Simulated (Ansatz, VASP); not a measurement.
# Two plane-wave programs on AlFe2

POSCAR

```
AlFe2
1.0
    4.1649828310      0.0000000000      0.0000000000
   -2.0824914155      3.6069809379      0.0000000000
    0.0000000000      0.0000000000      2.5364437044
Al Fe
1 2
Direct
    0.0000000000      0.0000000000      0.0000000000
    0.3333333333      0.6666666667      0.5000000000
    0.6666666667      0.3333333333      0.5000000000
```

Contents of INCAR.step1:

```
PREC     = Accurate       # precision mode
ENCUT    = 520            # plane-wave cutoff, eV
ISMEAR   = 0              # smearing method
SIGMA    = 0.1            # smearing width, eV
LREAL    = F              # projectors in reciprocal space
LASPH    = T              # aspherical terms in the spheres
NELM     = 150            # most SCF steps
ISPIN    = 2              # spin polarisation
MAGMOM   = 0 2.91 2.91    # initial moments
LMAXMIX  = 4              # l up to which the mixer works
NBANDS   = 20             # bands
GGA      = PE             # functional
ALGO     = Normal         # electronic algorithm
EDIFF    = 1E-4           # SCF threshold, eV
LWAVE    = T              # write WAVECAR
LCHARG   = F              # write CHGCAR
```

The input INCAR.step2:

```
PREC     = Accurate       # precision mode
ENCUT    = 520            # plane-wave cutoff, eV
EDIFF    = 1E-7           # SCF threshold, eV
ISMEAR   = 0              # smearing method
SIGMA    = 0.1            # smearing width, eV
LREAL    = F              # projectors in reciprocal space
LASPH    = T              # aspherical terms in the spheres
NELM     = 150            # most SCF steps
ALGO     = Normal         # electronic algorithm
ISIF     = 2              # what is computed and relaxed
LWAVE    = F              # write WAVECAR
LCHARG   = F              # write CHGCAR
ISPIN    = 2              # spin polarisation
MAGMOM   = 0 2.91 2.91    # initial moments
LORBIT   = 11             # projections on sites
LMAXMIX  = 4              # l up to which the mixer works
METAGGA  = R2SCAN         # meta-GGA
LMIXTAU  = T            
NBANDS   = 20             # bands
ISTART   = 1
```

The input KPOINTS:

```
regular mesh
0
Gamma
  12 12 16
```

Input for Ansatz:

```yaml
crystal:
  lattice:
    - [4.164982831, 0.0, 0.0]
    - [-2.0824914155, 3.6069809379, 0.0]
    - [0.0, 0.0, 2.5364437044]
  atoms:
    - { symbol: Al, position: [0.0, 0.0, 0.0] }
    - { symbol: Fe, position: [0.3333333333, 0.6666666667, 0.5], spin: 2.91 }
    - { symbol: Fe, position: [0.6666666667, 0.3333333333, 0.5], spin: 2.91 }
basis:
  ecutwfc: 500
kpoints:
  mp_grid: { grid: [12, 12, 16] }
  band_path:
    path:
      - [[0.0, 0.0, 0.0], [0.5, 0.0, 0.0], [0.33333333, 0.33333333, 0.0], [0.0, 0.0, 0.0], [0.0, 0.0, 0.5], [0.5, 0.0, 0.5], [0.33333333, 0.33333333, 0.5], [0.0, 0.0, 0.5]]
      - [[0.5, 0.0, 0.5], [0.5, 0.0, 0.0]]
      - [[0.33333333, 0.33333333, 0.5], [0.33333333, 0.33333333, 0.0]]
    npoints: 14
hamiltonian:
  xc: r2scan
scf:
  occupations: { method: gaussian, width: 0.1 }
  n_extra_bands: 7
output:
  forces: true
  stress: true
  eigenvalues: true
  populations: true
  dos: { projected: true, de: 0.02, nscf_kmesh: { grid: [18, 18, 24] } }
  bader: true
magnetization:
  spin_polarized: true
checkpoint:
  read: start.run
  write: ck
  compress: false
  write_wavefunctions: false
  write_every: 100000
```

Alike in both runs: task single point; functional r2SCAN; k mesh 12 × 12 × 16; occupations gaussian, width 0.1 eV; collinear spin.

|  | VASP | Ansatz |
| --- | --- | --- |
| version | VASP 6.6.1 | Ansatz 0.2.0 |
| potentials or method | VASP PAW PBE potentials, release 64 (Al, Fe), cutoff 520 eV | scalar-relativistic, plane waves, PAW |
| valence electrons in the cell | 19 | 35 |

```csv
,VASP,Ansatz,Ansatz less VASP
gap on the k mesh at the Fermi level (eV),none,none,-
pressure (GPa),-0.4,0.0,+0.36
"traceless stress, the component that is largest in VASP (GPa)",0.15,0.00,-0.154
net moment per atom (μB),1.71,1.71,+0.003
size of the moment on the site where the two differ most (μB),0.06,0.08,+0.024
```

VASP's potentials were made for PBE, not for r2SCAN. Site moments also hang on the region over which each program counts them. A gap of «none» marks a metal or a gap that the smearing closes. VASP's potentials hold 19 valence electrons a cell and Ansatz's 35, so a difference there can come from the potentials and not from the codes. Ansatz's warnings: stability check not made.
